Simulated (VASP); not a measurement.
# Mo3PbAu (Pm-3m) in VASP: a series of runs, part 2 of 2

VASP 6.6.1. Earlier steps stand in the parts before.

### 3 Single point, PBE

This run uses another cell than the first one, of 23.31 Å³/atom.

The input, INCAR:

```
SYSTEM = Mo3PbAu
ALGO = Normal
EDIFF = 1E-6
ENCUT = 520
GGA = PE
ISIF = 2
ISMEAR = 0
LASPH = .True.
LCHARG = .False.
LREAL = .False.
LWAVE = .False.
NBANDS = 42
NELM = 80
PREC = Accurate
SIGMA = 0.1
```

The input, KPOINTS:

```
k-points
0
Gamma
  4 4 4
  0 0 0
```

The input, POSCAR:

```
Mo3PbAu
1.0
    4.8845007996      0.0000000000      0.0000000000
    0.0000000000      4.8845007996      0.0000000000
    0.0000000000      0.0000000000      4.8845007996
Mo Pb Au
3 1 1
Direct
    0.0000000000      0.5000000000      0.5000000000
    0.5000000000      0.0000000000      0.5000000000
    0.5000000000      0.5000000000      0.0000000000
    0.0000000000      0.0000000000      0.0000000000
    0.5000000000      0.5000000000      0.5000000000
```

Potentials or basis: VASP PAW PBE potentials, release 64 (Mo_sv, Pb_d, Au).

Run with:

```console
cat potpaw_PBE.64/Mo_sv/POTCAR potpaw_PBE.64/Pb_d/POTCAR potpaw_PBE.64/Au/POTCAR > POTCAR
mpirun -np 1 vasp_std > vasp.out
```

OUTCAR:

```text
SYSTEM = Mo3PbAu
   EDIFF = 1E-6
   ENCUT = 520
   GGA = PE
   ISIF = 2
   ISMEAR = 0
   LASPH = .True.
   LREAL = .False.
   NELM = 80
   PREC = Accurate

 ion  position               nearest neighbor table
   1  0.000  0.500  0.500-   5 2.44   5 2.44   4 3.45   2 3.45   3 3.45   4 3.45   2 3.45   4 3.45
                             4 3.45   2 3.45   3 3.45   3 3.45   3 3.45   2 3.45
   2  0.500  0.000  0.500-   5 2.44   5 2.44   4 3.45   1 3.45   3 3.45   4 3.45   1 3.45   3 3.45
                             3 3.45   3 3.45   1 3.45   4 3.45   4 3.45   1 3.45
   3  0.500  0.500  0.000-   5 2.44   5 2.44   4 3.45   1 3.45   1 3.45   2 3.45   2 3.45   2 3.45
                             4 3.45   2 3.45   1 3.45   4 3.45   1 3.45   4 3.45
   4  0.000  0.000  0.000-   1 3.45   2 3.45   3 3.45   1 3.45   2 3.45   1 3.45   3 3.45   1 3.45
                             2 3.45   3 3.45   2 3.45   3 3.45
   5  0.500  0.500  0.500-   1 2.44   2 2.44   3 2.44   3 2.44   2 2.44   1 2.44

  LATTYP: Found a simple cubic cell.
 ALAT       =     4.8845007996

  Lattice vectors:

 A1 = (   4.8845007996,   0.0000000000,   0.0000000000)
 A2 = (   0.0000000000,   4.8845007996,   0.0000000000)
 A3 = (   0.0000000000,   0.0000000000,   4.8845007996)

Analysis of symmetry for initial positions (statically):
=====================================================================
 Subroutine PRICEL returns:
 Original cell was already a primitive cell.

 Routine SETGRP: Setting up the symmetry group for a
 simple cubic supercell.

 Subroutine GETGRP returns: Found 48 space group operations
 (whereof 48 operations were pure point group operations)
 out of a pool of 48 trial point group operations.

The static configuration has the point symmetry O_h .

Analysis of symmetry for dynamics (positions and initial velocities):
=====================================================================
 Subroutine PRICEL returns:
 Original cell was already a primitive cell.

 Routine SETGRP: Setting up the symmetry group for a
 simple cubic supercell.

 Subroutine GETGRP returns: Found 48 space group operations
 (whereof 48 operations were pure point group operations)
 out of a pool of 48 trial point group operations.
[... 116 lines left out ...]
   LORBIT       =      0    0 simple, 1 ext, 2 COOP (PROOUT), +10 PAW based schemes
   GGA     = PE    functional components
   LHFCALC =     F    Hartree Fock is set to
   AEXX    =    0.0000 exact exchange contribution
   IVDW    =     0    specifies the selected vdW correction
   LEPSILON=     F    determine dielectric tensor
   LRPA    =     F    only Hartree local field effects (RPA)
 non-spin polarized calculation
 Gauss-broadening in eV      SIGMA  =   0.10
  energy-cutoff  :      520.00
  volume of cell :      116.54
 maximum number of plane-waves:      3178
   NGX = 19   NGY = 19   NGZ = 19

 number of electron      66.9999989 magnetization

 Free energy of the ion-electron system (eV)
  ---------------------------------------------------
  ext. energy  EPLUGINS =         0.00000000
  ---------------------------------------------------
  free energy    TOTEN  =       -29.47870042 eV

  energy without entropy =      -29.42372331  energy(sigma->0) =      -29.45121186

 E-fermi :   7.8269     XC(G=0): -11.0888

 val. band max:        7.8079241678   @ k =   0.5000   0.5000   0.2500
 cond. band min:       7.8275895355   @ k =   0.5000   0.2500   0.0000
 fundamental gap:      0.0196653676
 Fermi energy:         7.8268509055

 k-point     1 :       0.0000    0.0000    0.0000
  band No.  band energies     occupation
      1     -53.4949      2.00000
      2     -53.4788      2.00000
      3     -53.4788      2.00000
      4     -27.7478      2.00000
      5     -27.7478      2.00000
      6     -27.7478      2.00000
[... 439 lines left out ...]
     41       8.8348      0.00000
     42       8.8348      0.00000

------------------------ aborting loop because EDIFF is reached ----------------------------------------

  FORCE on cell =-STRESS in cart. coord.  units (eV):
  Direction    XX          YY          ZZ          XY          YZ          ZX
  --------------------------------------------------------------------------------------
  -------------------------------------------------------------------------------------
  Total        0.1971332      0.1971332      0.1971332      0.0000000      0.0000000     -0.0000000
  in kB        2.7102534      2.7102534      2.7102534      0.0000000      0.0000000     -0.0000000
  external PRESSURE =       2.7102534 kB  Pullay stress =       0.0000000 kB

 VOLUME and BASIS-vectors are now :
 -----------------------------------------------------------------------------
  energy-cutoff  :      520.00
  volume of cell :      116.54
      direct lattice vectors                 reciprocal lattice vectors
     4.884500800  0.000000000  0.000000000     0.204729212  0.000000000  0.000000000
     0.000000000  4.884500800  0.000000000     0.000000000  0.204729212  0.000000000
     0.000000000  0.000000000  4.884500800     0.000000000  0.000000000  0.204729212

 POSITION                                       TOTAL-FORCE (eV/Angst)
 -----------------------------------------------------------------------------------
      0.00000      2.44225      2.44225         0.000000      0.000000      0.000000
      2.44225      0.00000      2.44225         0.000000      0.000000      0.000000
      2.44225      2.44225      0.00000         0.000000      0.000000      0.000000
      0.00000      0.00000      0.00000         0.000000      0.000000      0.000000
      2.44225      2.44225      2.44225         0.000000      0.000000      0.000000
 -----------------------------------------------------------------------------------
    total drift:                                0.000000      0.000000      0.000000

  FREE ENERGIE OF THE ION-ELECTRON SYSTEM (eV)
  ---------------------------------------------------
  free  energy   TOTEN  =       -29.4787004169 eV

  energy  without entropy=      -29.4237233125  energy(sigma->0) =      -29.45121186
```

OSZICAR:

```text
N       E                     dE             d eps       ncg     rms          rms(c)
DAV:   1     0.852822938348E+03    0.85282E+03   -0.36966E+04   880   0.169E+03
DAV:   2     0.263240541759E+02   -0.82650E+03   -0.80205E+03   910   0.509E+02
DAV:   3    -0.293115983025E+02   -0.55636E+02   -0.51853E+02  1050   0.138E+02
DAV:   4    -0.319892936958E+02   -0.26777E+01   -0.25375E+01  1104   0.270E+01
DAV:   5    -0.320981885314E+02   -0.10889E+00   -0.10697E+00  1156   0.540E+00    0.198E+01
DAV:   6    -0.297414899513E+02    0.23567E+01   -0.10832E+01   988   0.156E+01    0.120E+01
DAV:   7    -0.295581109045E+02    0.18338E+00   -0.98311E-01  1016   0.539E+00    0.393E+00
DAV:   8    -0.295024112537E+02    0.55700E-01   -0.36216E-01   928   0.345E+00    0.342E+00
DAV:   9    -0.294794791077E+02    0.22932E-01   -0.56343E-02   916   0.123E+00    0.588E-01
DAV:  10    -0.294788188164E+02    0.66029E-03   -0.86246E-03  1020   0.600E-01    0.125E-01
DAV:  11    -0.294786992066E+02    0.11961E-03   -0.74924E-04  1036   0.153E-01    0.783E-02
DAV:  12    -0.294787004543E+02   -0.12477E-05   -0.84825E-05  1068   0.517E-02    0.106E-02
DAV:  13    -0.294787004169E+02    0.37469E-07   -0.56307E-06   906   0.163E-02
   1 F= -.29478700E+02 E0= -.29451212E+02  d E =-.549771E-01
```

It took 22 s on 1 thread of Oxide Virtual Turin-like, shared host; peak memory 0.19 GiB.

What came out:

```
Free energy            : -29.4787 eV
Pressure               : 0.3 GPa
Band gap on the k mesh : zero (an odd number of electrons rules out a gap without spin polarisation)
```

Levels at points of the mesh, in eV from the Fermi level:
```csv
k point,band 30,band 31,band 32,band 33,band 34,band 35,band 36,band 37
"(0.00, 0.00, 0.00)",-0.45,-0.45,-0.45,-0.06,0.34,0.34,0.34,1.13
"(0.50, 0.00, 0.00)",-1.48,-1.06,-0.44,-0.41,0.10,0.13,0.17,0.51
"(0.50, 0.50, 0.00)",-1.99,-0.85,-0.85,-0.21,-0.10,0.16,0.18,0.34
"(0.50, 0.50, 0.50)",-1.30,-1.14,-1.14,-1.14,-0.85,-0.85,-0.85,-0.08
```

Caveat: spin-orbit coupling is left out, which moves the levels of the heavy elements.

### 4 Relaxation of cell and atoms, PBE

The input, INCAR:

```
SYSTEM = Mo3PbAu
  ALGO = Normal
  EDIFF = 1E-7
  EDIFFG = -0.04
  ENCUT = 600
  GGA = PE
  IBRION = 2
  ISIF = 3
  ISMEAR = 0
  LASPH = .True.
  LCHARG = .False.
  LREAL = .False.
  LWAVE = .False.
  NELM = 60
  NSW = 90
  PREC = Accurate
  SIGMA = 0.1
```

KPOINTS is that of step 3.

POSCAR, as its differences from that of step 3:

```diff
@@ -2,5 +2,5 @@
 1.0
-    4.8845007996      0.0000000000      0.0000000000
-    0.0000000000      4.8845007996      0.0000000000
-    0.0000000000      0.0000000000      4.8845007996
+    4.4576601707      0.0000000000      0.0000000000
+    0.0000000000      4.4576601707      0.0000000000
+    0.0000000000      0.0000000000      4.4576601707
 Mo Pb Au
```

Run with:

```console
cat potpaw_PBE.64/Mo_sv/POTCAR potpaw_PBE.64/Pb_d/POTCAR potpaw_PBE.64/Au/POTCAR > POTCAR
mpirun -np 1 vasp_std > vasp.out
```

It took 2.1 min on 1 thread of Oxide Virtual Turin-like, shared host; peak memory 0.21 GiB.

Results (log left out):

* Free energy: -29.4631 eV
* Relaxed volume: 23.35 Å³/atom
* Relaxed cell: a = 4.888 Å, b = 4.888 Å, c = 4.888 Å, α = 90.00°, β = 90.00°, γ = 90.00°
* Space group after relaxing (to 0.1 Å): Pm-3m (No. 221)
* Pressure after relaxing: 0.1 GPa
* Band gap on the k mesh: zero (an odd number of electrons rules out a gap without spin polarisation)

Final structure:
```
Mo Pb Au
1.0
     4.88783    0.00000    0.00000
     0.00000    4.88783    0.00000
     0.00000    0.00000    4.88783
Mo Pb Au
3 1 1
Direct
  0.00000 0.50000 0.50000
  0.50000 0.00000 0.50000
  0.50000 0.50000 0.00000
  0.00000 0.00000 0.00000
  0.50000 0.50000 0.50000
```

Levels at points of the mesh, in eV from the Fermi level:
| k point | band 29 | band 30 | band 31 | band 32 | band 33 | band 34 | band 35 | band 36 | band 37 | band 38 |
| --- | --- | --- | --- | --- | --- | --- | --- | --- | --- | --- |
| (0.00, 0.00, 0.00) | -0.69 | -0.45 | -0.45 | -0.45 | -0.06 | 0.33 | 0.33 | 0.33 | 1.13 | 1.13 |
| (0.50, 0.00, 0.00) | -1.47 | -1.47 | -1.06 | -0.44 | -0.41 | 0.10 | 0.13 | 0.17 | 0.50 | 0.50 |
| (0.50, 0.50, 0.00) | -1.99 | -1.99 | -0.85 | -0.85 | -0.20 | -0.10 | 0.16 | 0.18 | 0.33 | 0.34 |
| (0.50, 0.50, 0.50) | -1.30 | -1.30 | -1.13 | -1.13 | -1.13 | -0.84 | -0.84 | -0.84 | -0.08 | 0.31 |

Caveat: the volume moved by over 15 % at a fixed basis, so the end points are rough; spin-orbit coupling is left out, which moves the levels of the heavy elements.

### 5 Overview

| task | cell | cutoff (eV) | gap on the mesh (eV) | pressure (GPa) |
| --- | --- | --- | --- | --- |
| single point | a = 4.458 Å, 5 atoms | 520 | none | 58.6 |
| single point | a = 4.885 Å, 5 atoms | 520 | none | 0.3 |
| relaxation of cell and atoms | relaxed from a = 4.458 Å, 5 atoms | 600 | none | 0.1 |

Alike in all rows: level PBE; potentials or basis VASP PAW PBE potentials, release 64 (Mo_sv, Pb_d, Au); no spin polarisation; k mesh 4 × 4 × 4; smearing gaussian 0.1 eV.

Caveats: spin-orbit coupling is left out, which moves the levels of the heavy elements; the cell stands under pressure (at least some runs); the volume moved by over 15 % at a fixed basis, so the end points are rough (at least some runs).

Total energies depend on the potentials used, so only differences within one code and one set of settings carry meaning.

The gap in the log of VASP goes by the Fermi energy; the results here count the filled bands.